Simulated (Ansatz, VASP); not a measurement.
Two plane-wave programs on SnSe

```
Sn Se
1.0
     4.05837    0.00000   -0.00083
     0.00000    5.73941   -0.00130
     2.02874    2.86920    2.16269
Sn Se
1 1
Cartesian
  0.0000 2.8697 -0.0007
  0.0000 0.0000 0.0000
```

Change from the starting cell: band edges of the strained film's bulk.

Alike in both runs: task single point; functional PBEsol; k mesh 7 × 5 × 12; occupations gaussian, width 0.02 eV; no spin polarisation.

|  | VASP | Ansatz |
| --- | --- | --- |
| version | VASP 6.6.1 | Ansatz 0.2.0 |
| potentials or method | VASP PAW PBE potentials, release 64 (Sn_d, Se), cutoff 500 eV | scalar-relativistic, plane waves, PAW |
| valence electrons in the cell | 20 | 30 |

Ansatz gave:

* gap on the k mesh at the Fermi level (eV): 0.11
* least direct gap on the mesh (eV): 0.49
* pressure (GPa): 2.8
* traceless stress, the component that is largest in VASP (GPa): 3.44

Which values does VASP return?

gap on the k mesh at the Fermi level (eV): 0.11; least direct gap on the mesh (eV): 0.49; pressure (GPa): 2.8; traceless stress, the component that is largest in VASP (GPa): 3.45.

VASP's potentials were made for PBE, not for PBEsol. The functional is the same, so the differences come from potentials, cutoffs and numerics. VASP's potentials hold 20 valence electrons a cell and Ansatz's 30, so a difference there can come from the potentials and not from the codes. Ansatz's warnings: band edges overlap.
